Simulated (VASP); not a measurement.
# CdTe (F-43m) in VASP: G0W0 quasiparticle levels with PBE

Aim: the G0W0 quasiparticle levels of CdTe with PBE.

Everything below comes from runs of VASP 6.6.1. Logs are shortened: lines on timing, memory, paths and dates and some standing lists are left out, and cuts for length are marked.

## (1) The cell of the first run

It takes space group F-43m (No. 216, cubic). The conventional cell has a = 6.560 Å, b = 6.560 Å, c = 6.560 Å, α = 90.00°, β = 90.00°, γ = 90.00°. Within 3.7 Å of Cd (site symmetry -43m) lie 4 Te at 2.84 Å. Within 3.7 Å of Te (site symmetry -43m) lie 4 Cd at 2.84 Å.

## (2) G0W0 quasiparticle levels, PBE

POSCAR reads:

```
CdTe
1.0
    0.0000000000      3.2799012430      3.2799012430
    3.2799012430      0.0000000000      3.2799012430
    3.2799012430      3.2799012430      0.0000000000
Cd Te
1 1
Direct
    0.0000000000      0.0000000000      0.0000000000
    0.2500000000      0.2500000000      0.2500000000
```

INCAR.step1 reads:

```
PREC = Accurate
ENCUT = 500
EDIFF = 1E-8
ISMEAR = 0
SIGMA = 0.01
LREAL = False
LASPH = True
NELM = 60
ALGO = Normal
LWAVE = True
LCHARG = False
GGA = PE
```

INCAR.step2 reads:

```
PREC = Accurate
ENCUT = 500
EDIFF = 1E-8
ISMEAR = 0
SIGMA = 0.01
LREAL = False
LASPH = True
NELM = 1
ALGO = Exact
LWAVE = True
LCHARG = False
GGA = PE
NBANDS = 39
LOPTICS = True
ISTART = 1
```

INCAR.step3 reads:

```
PREC = Accurate
ENCUT = 500
EDIFF = 1E-8
ISMEAR = 0
SIGMA = 0.01
LREAL = False
LASPH = True
ALGO = EVGW0
LWAVE = False
LCHARG = False
GGA = PE
NELMGW = 1
NBANDS = 39
ENCUTGW = 60
NOMEGA = 48
PRECFOCK = Fast
ISTART = 1
NBANDSGW = 17
```

KPOINTS reads:

```
Automatic mesh
0
Gamma
  2 2 2
```

Potentials or basis: VASP PAW PBE potentials, release 64 (Cd_GW, Te_GW).

Command:

```console
> cat potpaw_PBE.64/Cd_GW/POTCAR potpaw_PBE.64/Te_GW/POTCAR > POTCAR
> cp INCAR.step1 INCAR
> mpirun -np 1 vasp_std > vasp.out
> cp INCAR.step2 INCAR
> mpirun -np 1 vasp_std > vasp.out
> cp INCAR.step3 INCAR
> mpirun -np 1 vasp_std > vasp.out
```

OUTCAR:

```text
PREC = Accurate
   ENCUT = 500
   EDIFF = 1E-8
   ISMEAR = 0
   LREAL = False
   LASPH = True
   GGA = PE
   NELMGW = 1
   ENCUTGW = 60
   PRECFOCK = Fast
   ISTART = 1

 ion  position               nearest neighbor table
   1  0.000  0.000  0.000-   2 2.84   2 2.84   2 2.84   2 2.84
   2  0.250  0.250  0.250-   1 2.84   1 2.84   1 2.84   1 2.84

  LATTYP: Found a face centered cubic cell.
 ALAT       =     6.5598024860

  Lattice vectors:

 A1 = (   0.0000000000,   3.2799012430,   3.2799012430)
 A2 = (   3.2799012430,   0.0000000000,   3.2799012430)
 A3 = (   3.2799012430,   3.2799012430,   0.0000000000)

Analysis of symmetry for initial positions (statically):
=====================================================================
 Subroutine PRICEL returns:
 Original cell was already a primitive cell.

 Routine SETGRP: Setting up the symmetry group for a
 face centered cubic supercell.

 Subroutine GETGRP returns: Found 24 space group operations
 (whereof 24 operations were pure point group operations)
 out of a pool of 48 trial point group operations.

The static configuration has the point symmetry T_d .

Analysis of symmetry for dynamics (positions and initial velocities):
=====================================================================
 Subroutine PRICEL returns:
 Original cell was already a primitive cell.

 Routine SETGRP: Setting up the symmetry group for a
 face centered cubic supercell.

 Subroutine GETGRP returns: Found 24 space group operations
 (whereof 24 operations were pure point group operations)
 out of a pool of 48 trial point group operations.

The dynamic configuration has the point symmetry T_d .

 Subroutine INISYM returns: Found 24 space group operations
 (whereof 24 operations are pure point group operations),
 and found     1 'primitive' translations

----------------------------------------------------------------------------------------

                                     Primitive cell

  volume of cell :      70.5687

  direct lattice vectors                    reciprocal lattice vectors
     0.000000000  3.279901243  3.279901243    -0.152443614  0.152443614  0.152443614
     3.279901243  0.000000000  3.279901243     0.152443614 -0.152443614  0.152443614
     3.279901243  3.279901243  0.000000000     0.152443614  0.152443614 -0.152443614

  length of vectors
     4.638480821  4.638480821  4.638480821     0.264040085  0.264040085  0.264040085

  position of ions in fractional coordinates (direct lattice)
     0.000000000  0.000000000  0.000000000
     0.250000000  0.250000000  0.250000000

  ion indices of the primitive-cell ions
   primitive index   ion index
                 1           1
                 2           2

----------------------------------------------------------------------------------------

 KPOINTS: Automatic mesh

Automatic generation of k-mesh.
 Grid dimensions read from file:
 generate k-points for:    2    2    2

 Generating k-lattice:

  Cartesian coordinates                     Fractional coordinates (reciprocal lattice)
    -0.076221807  0.076221807  0.076221807     0.500000000  0.000000000  0.000000000
     0.076221807 -0.076221807  0.076221807     0.000000000  0.500000000  0.000000000
     0.076221807  0.076221807 -0.076221807     0.000000000  0.000000000  0.500000000

  Length of vectors
     0.132020043  0.132020043  0.132020043

  Shift w.r.t. Gamma in fractional coordinates (k-lattice)
     0.000000000  0.000000000  0.000000000

 Subroutine IBZKPT returns following result:
 ===========================================

 Found      3 irreducible k-points:

 Following reciprocal coordinates:
            Coordinates               Weight
  0.000000  0.000000  0.000000      1.000000
  0.500000  0.000000  0.000000      4.000000
  0.500000  0.500000  0.000000      3.000000
   k-points           NKPTS =      3   k-points in BZ     NKDIM =      8   number of bands    NBANDS=     39
   number of dos      NEDOS =    301   number of ions     NIONS =      2
   total plane-waves  NPLWV =  46656
   dimension x,y,z NGX =    36 NGY =   36 NGZ =   36
   dimension x,y,z NGXF=    72 NGYF=   72 NGZF=   72
   ions per type =               1   1
   NGX,Y,Z   is equivalent  to a cutoff of  12.90, 12.90, 12.90 a.u.
   NGXF,Y,Z  is equivalent  to a cutoff of  25.81, 25.81, 25.81 a.u.
 SYSTEM =  unknown system
   PREC   = accura    normal or accurate (medium, high low for compatibility)
   ISTART =      1    job   : 0-new  1-cont  2-samecut
   ICHARG =      0    charge: 1-file 2-atom 10-const
   ISPIN  =      1    spin polarized calculation?
   LNONCOLLINEAR =      F non collinear calculations
   LSORBIT =      F    spin-orbit coupling
   LASPH  =      T    aspherical Exc in radial PAW
   ENCUT  =  500.0 eV  36.75 Ry    6.06 a.u.   8.46  8.46  8.46*2*pi/ulx,y,z
   NELM   =     60;   NELMIN=  2; NELMDL=  0     # of ELM steps
   EDIFF  = 0.1E-07   stopping-criterion for ELM
   LREAL  =      F    real-space projection
   EDIFFG = 0.1E-06   stopping-criterion for IOM
   NSW    =      0    number of steps for IOM
   IBRION =     -1    ionic relax: 0-MD 1-quasi-New 2-CG
   NFREE  =      0    steps in history (QN), initial steepest desc. (CG)
   ISIF   =      0    stress and relaxation
   ISYM   =      3    0-nonsym 1-usesym 2-fastsym
   POTIM  = 0.5000    time-step for ionic-motion
   TEBEG  =    0.0;   TEEND  =   0.0 temperature during run
   PSTRESS=    0.0 pullay stress
   NELECT =      18.0000    total number of electrons
   NUPDOWN=      -1.0000    fix difference up-down
   EMIN   =  10.00;   EMAX   =-10.00  energy-range for DOS
   EFERMI =   0.00;   METHOD = LEGACY
   ISMEAR =     0;   SIGMA  =   0.01  broadening in eV -4-tet -1-fermi 0-gaus
   EFERMI_NEDOS =   21; number of points for ismear=-14 and -15
   IALGO  =     38    algorithm
   IMIX   =      4    mixing-type and parameters
     AMIX     =   0.40;   BMIX     =  1.00
     AMIX_MAG =   1.60;   BMIX_MAG =  1.00
  volume/ion in A,a.u.               =      35.28       238.11
  Fermi-wavevector in a.u.,A,eV,Ry     =   1.038233  1.961976 14.666102  1.077928
  Thomas-Fermi vector in A             =   2.172708
   LORBIT       =      0    0 simple, 1 ext, 2 COOP (PROOUT), +10 PAW based schemes
   GGA     = PE    functional components
   LHFCALC =     T    Hartree Fock is set to
   PRECFOCK=fast      Normal, Fast or Accurate (Low or Medium for compatibility)
   ENCUT4O =  -1.0   cutoff for four orbital integrals eV
   NKREDX  =     1    reduce k-point grid by
   NKREDY  =     1    reduce k-point grid by
   NKREDZ  =     1    reduce k-point grid by
   AEXX    =    1.0000 exact exchange contribution
   HFSCREEN=    0.0000 screening length (either q_TF or 0.3 A-1)
   HFSCREENC=   0.0000 screening length for correlation (either q_TF or 0.3 A-1)
   ENCUTFOCK=  -1.0 apply spherical cutoff to Coloumb kernel
   IVDW    =     0    specifies the selected vdW correction
   LEPSILON=     F    determine dielectric tensor
   LRPA    =     F    only Hartree local field effects (RPA)
   LRPAFORCE           =     F    calculate RPA forces
   ENCUTGW             =  60.0    cutoff for response function in eV
   ENCUTGWSOFT         =  48.0    soft cutoff for Coulomb kernel in GW response function in eV
   ENCUTLF             =  -1.0    cutoff for local field effects
   NELMGW              =     1    number of iterations in solving QP/BSE equation
   NELMHF              =     1    number of iterations in the inner HF iteration
   NKREDLFX            =     1    NKREDLFY  =   1   NKREDLFZ  =   1
 non-spin polarized calculation
 Gauss-broadening in eV      SIGMA  =   0.01
  energy-cutoff  :      500.00
  volume of cell :       70.57
 maximum number of plane-waves:      1807
 NGX is ok and might be reduce to    36
  NGX = 18; NGY = 18; NGZ = 18
   NGX = 17   NGY = 17   NGZ = 17
 maximum number of plane-waves:        80
 NGX is ok and might be reduce to    14

 QP shifts <psi_nk| G(iteration)W_0 |psi_nk>: iteration 1
 for sc-GW calculations column KS-energies equals QP-energies in previous step
 and V_xc(KS)=  KS-energies - (<T + V_ion + V_H > + <T+V_H+V_ion>^1  + <V_x>^1)

 k-point   1 :       0.0000    0.0000    0.0000
  band No.  KS-energies  QP-energies   sigma(KS)   V_xc(KS)     V^pw_x(r,r')   Z            occupation Imag(sigma)

      1      -7.6836      -7.5267     -10.6403     -10.8852     -17.1326       0.6407       2.0000       1.0620
      2      -5.2772      -6.3094     -16.7552     -15.2829     -23.1106       0.7011       2.0000       0.3022
      3      -5.2772      -6.3094     -16.7552     -15.2829     -23.1106       0.7011       2.0000       0.3022
      4      -5.2772      -6.3094     -16.7552     -15.2829     -23.1106       0.7011       2.0000       0.3022
      5      -5.0656      -6.1159     -16.9843     -15.4899     -23.2665       0.7028       2.0000       0.2488
      6      -5.0656      -6.1159     -16.9843     -15.4899     -23.2665       0.7028       2.0000       0.2488
[... 9 lines left out ...]
     16      12.4711      13.0118      -8.0530      -8.7378      -3.8145       0.7897       0.0000      -0.2806
     17      13.1484      13.1053      -6.5235      -6.4702      -1.7741       0.8079       0.0000      -0.4201

 k-point   2 :       0.5000    0.0000    0.0000
  band No.  KS-energies  QP-energies   sigma(KS)   V_xc(KS)     V^pw_x(r,r')   Z            occupation Imag(sigma)

      1      -7.3333      -7.3508     -11.7704     -11.7435     -18.1527       0.6479       2.0000       0.8614
      2      -5.2244      -6.2633     -16.8224     -15.3455     -23.1656       0.7035       2.0000       0.2934
      3      -5.2244      -6.2633     -16.8224     -15.3455     -23.1656       0.7035       2.0000       0.2934
      4      -5.0565      -6.1103     -17.0065     -15.5143     -23.2988       0.7062       2.0000       0.2526
      5      -5.0565      -6.1103     -17.0065     -15.5143     -23.2988       0.7062       2.0000       0.2526
      6      -4.6833      -5.5958     -16.3275     -15.0639     -22.4468       0.7221       2.0000       0.3502
[... 9 lines left out ...]
     16      13.3433      13.8796      -7.7598      -8.4549      -3.2118       0.7716       0.0000      -0.3434
     17      14.2911      14.9886      -7.8694      -8.7847      -3.1918       0.7620       0.0000      -0.3871

 k-point   3 :       0.5000    0.5000    0.0000
  band No.  KS-energies  QP-energies   sigma(KS)   V_xc(KS)     V^pw_x(r,r')   Z            occupation Imag(sigma)

      1      -7.2311      -7.3089     -12.1752     -12.0560     -18.5460       0.6527       2.0000       0.8077
      2      -5.1476      -6.1812     -16.7512     -15.2783     -23.0077       0.7017       2.0000       0.2617
      3      -5.1393      -6.1963     -16.9944     -15.4976     -23.3380       0.7062       2.0000       0.2890
      4      -5.1393      -6.1963     -16.9944     -15.4976     -23.3380       0.7062       2.0000       0.2890
      5      -5.0387      -6.0884     -17.0215     -15.5334     -23.3120       0.7054       2.0000       0.2486
      6      -4.5307      -5.3730     -15.9716     -14.8264     -22.0065       0.7355       2.0000       0.3794
[... 9 lines left out ...]
     16      14.7027      15.2604      -7.9918      -8.7210      -3.5919       0.7647       0.0000      -0.3176
     17      14.7027      15.2604      -7.9918      -8.7210      -3.5919       0.7647       0.0000      -0.3176
```

Run time: 51 s. Hardware: 1 thread of Intel Xeon Platinum 8259CL at 2.50GHz (Skylake/Cascade Lake), shared host; peak memory 0.6 GiB.

Results:

```
Quasiparticle gap                                   : 1.20 eV
Least direct quasiparticle gap                      : 1.20 eV
Band gap of the starting levels on the mesh         : 0.52 eV
Least direct gap of the starting levels on the mesh : 0.52 eV
```

Caveat: the k points lie up to 0.83 Å⁻¹ apart; bands, screening cutoff and mesh are small and nothing is extrapolated, so the quasiparticle values aren't converged; spin-orbit coupling is left out, which moves the levels of the heavy elements.
